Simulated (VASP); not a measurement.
# SiO2 (P4_32_12) in VASP: further runs, part 2 of 2

VASP 6.6.1.

### Step 3. Single point, r2SCAN (13.89 Å³/atom)

This run uses another cell than the first one, of 13.89 Å³/atom.

POSCAR reads:

```
SiO2
1.0
    4.9382811710      0.0000000000      0.0000000000
    0.0000000000      4.9382811710      0.0000000000
    0.0000000000      0.0000000000      6.8351087549
Si O
4 8
Direct
    0.8068572979      0.8068572979      0.5000000000
    0.6931427021      0.3068572979      0.2500000000
    0.1931427021      0.1931427021      0.0000000000
    0.3068572979      0.6931427021      0.7500000000
    0.2636437083      0.3819913134      0.8142056582
    0.1180086866      0.7636437083      0.5642056582
    0.7363562917      0.6180086866      0.3142056582
    0.8819913134      0.2363562917      0.0642056582
    0.7636437083      0.1180086866      0.4357943418
    0.6180086866      0.7363562917      0.6857943418
    0.2363562917      0.8819913134      0.9357943418
    0.3819913134      0.2636437083      0.1857943418
```

INCAR.step1 reads:

```
  PREC = Accurate
  ENCUT = 520
  ISMEAR = 0
  SIGMA = 0.02
  LREAL = F
  LASPH = T
  NELM = 100
  NBANDS = 44
  GGA = PE
  ALGO = Normal
  EDIFF = 1E-4
  LWAVE = T
  LCHARG = F
```

INCAR.step2 reads:

```
  PREC = Accurate
  ENCUT = 520
  EDIFF = 1E-6
  ISMEAR = 0
  SIGMA = 0.02
  LREAL = F
  LASPH = T
  NELM = 100
  ALGO = Normal
  ISIF = 2
  LWAVE = F
  LCHARG = T
  METAGGA = R2SCAN
  LMIXTAU = T
  LELF = T
  LVHAR = T
  NBANDS = 44
  ISTART = 1
```

KPOINTS reads:

```
Automatic mesh
0
Gamma
  6 6 4
```

Potentials or basis: VASP PAW PBE potentials, release 64 (Si, O).

Launch:

```bash
cat potpaw_PBE.64/Si/POTCAR potpaw_PBE.64/O/POTCAR > POTCAR
cp INCAR.step1 INCAR
mpirun -np 1 vasp_std > vasp.out
cp INCAR.step2 INCAR
mpirun -np 1 vasp_std > vasp.out
```

OUTCAR:

```text
PREC = Accurate
   ENCUT = 520
   EDIFF = 1E-6
   ISMEAR = 0
   LREAL = F
   LASPH = T
   NELM = 100
   ISIF = 2
   METAGGA = R2SCAN
   ISTART = 1

 ion  position               nearest neighbor table
   1  0.807  0.807  0.500-   6 1.61   9 1.61   7 1.61  10 1.61   2 3.05   4 3.05   2 3.05   4 3.05

   2  0.693  0.307  0.250-   7 1.61  12 1.61   9 1.61   8 1.61   1 3.05   3 3.05   1 3.05   3 3.05

   3  0.193  0.193  0.000-   8 1.61  11 1.61   5 1.61  12 1.61   2 3.05   4 3.05   4 3.05   2 3.05

   4  0.307  0.693  0.750-   5 1.61  10 1.61   6 1.61  11 1.61   1 3.05   3 3.05   3 3.05   1 3.05

   5  0.264  0.382  0.814-   4 1.61   3 1.61
   6  0.118  0.764  0.564-   1 1.61   4 1.61
   7  0.736  0.618  0.314-   2 1.61   1 1.61
   8  0.882  0.236  0.064-   3 1.61   2 1.61
   9  0.764  0.118  0.436-   1 1.61   2 1.61
  10  0.618  0.736  0.686-   4 1.61   1 1.61
  11  0.236  0.882  0.936-   3 1.61   4 1.61
  12  0.382  0.264  0.186-   2 1.61   3 1.61
[... 219 lines left out ...]
      3     -19.6666      2.00000
      4     -18.5309      2.00000
      5     -18.4733      2.00000
      6     -18.4682      2.00000
[... 1117 lines left out ...]
     43      12.3198      0.00000
     44      12.3198      0.00000

 [... further k-points ...]

------------------------ aborting loop because EDIFF is reached ----------------------------------------

  FORCE on cell =-STRESS in cart. coord.  units (eV):
  Direction    XX          YY          ZZ          XY          YZ          ZX
  --------------------------------------------------------------------------------------
  -------------------------------------------------------------------------------------
  Total        0.7667995      0.7667995      0.6361828     -0.0000000     -0.0000000      0.0000000
  in kB        7.3704731      7.3704731      6.1149857     -0.0000000     -0.0000000      0.0000000
  external PRESSURE =       6.9519773 kB  Pullay stress =       0.0000000 kB

 VOLUME and BASIS-vectors are now :
 -----------------------------------------------------------------------------
  energy-cutoff  :      520.00
  volume of cell :      166.69
      direct lattice vectors                 reciprocal lattice vectors
     4.938281171  0.000000000  0.000000000     0.202499608  0.000000000  0.000000000
     0.000000000  4.938281171  0.000000000     0.000000000  0.202499608  0.000000000
     0.000000000  0.000000000  6.835108755     0.000000000  0.000000000  0.146303451

 POSITION                                       TOTAL-FORCE (eV/Angst)
 -----------------------------------------------------------------------------------
      3.98449      3.98449      3.41755         0.020605      0.020605      0.000000
      3.42293      1.51535      1.70878        -0.020605      0.020605      0.000000
      0.95379      0.95379      0.00000        -0.020605     -0.020605      0.000000
      1.51535      3.42293      5.12633         0.020605     -0.020605      0.000000
      1.30195      1.88638      5.56518        -0.000523     -0.008513      0.008410
      0.58276      3.77109      3.85641         0.008513     -0.000523      0.008410
      3.63633      3.05190      2.14763         0.000523      0.008513      0.008410
      4.35552      1.16719      0.43885        -0.008513      0.000523      0.008410
      3.77109      0.58276      2.97870        -0.000523      0.008513     -0.008410
      3.05190      3.63633      4.68748         0.008513      0.000523     -0.008410
      1.16719      4.35552      6.39626         0.000523     -0.008513     -0.008410
      1.88638      1.30195      1.26992        -0.008513     -0.000523     -0.008410
 -----------------------------------------------------------------------------------
    total drift:                               -0.000000      0.000000      0.000000

  FREE ENERGIE OF THE ION-ELECTRON SYSTEM (eV)
  ---------------------------------------------------
  free  energy   TOTEN  =      -119.1483657837 eV

  energy  without entropy=     -119.1483657837  energy(sigma->0) =     -119.14836578
```

OUTCAR.step1:

```text
PREC = Accurate
   ENCUT = 520
   ISMEAR = 0
   LREAL = F
[... 1396 lines left out ...]
      3.77109      0.58276      2.97870         0.036196      0.159522      0.233418
      3.05190      3.63633      4.68748         0.159522     -0.036196      0.233418
      1.16719      4.35552      6.39626        -0.036196     -0.159522      0.233418
      1.88638      1.30195      1.26992        -0.159522      0.036196      0.233418
 -----------------------------------------------------------------------------------
    total drift:                               -0.000000      0.000000      0.000000

  FREE ENERGIE OF THE ION-ELECTRON SYSTEM (eV)
  ---------------------------------------------------
  free  energy   TOTEN  =       -94.7954409151 eV

  energy  without entropy=      -94.7954409151  energy(sigma->0) =      -94.79544092
```

It took 9.1 min on 1 thread of Intel Xeon Platinum 8559C (Emerald Rapids), shared host; peak memory 0.39 GiB.

What came out:

```
Free energy            : -119.1484 eV
Pressure               : 0.7 GPa
Largest force          : 0.029 eV/Å
Band gap on the k mesh : 6.41 eV
```

Forces on the atoms (eV/Å):
```
Si   0.021  0.021  0.000
Si  -0.021  0.021  0.000
Si  -0.021 -0.021  0.000
Si   0.021 -0.021  0.000
O   -0.001 -0.009  0.008
O    0.009 -0.001  0.008
O    0.001  0.009  0.008
O   -0.009  0.001  0.008
O   -0.001  0.009 -0.008
O    0.009  0.001 -0.008
O    0.001 -0.009 -0.008
O   -0.009 -0.001 -0.008
```

Caveat: the PAW data sets were made with another functional, which shifts forces and pressure a little. A k mesh can miss the band edges.
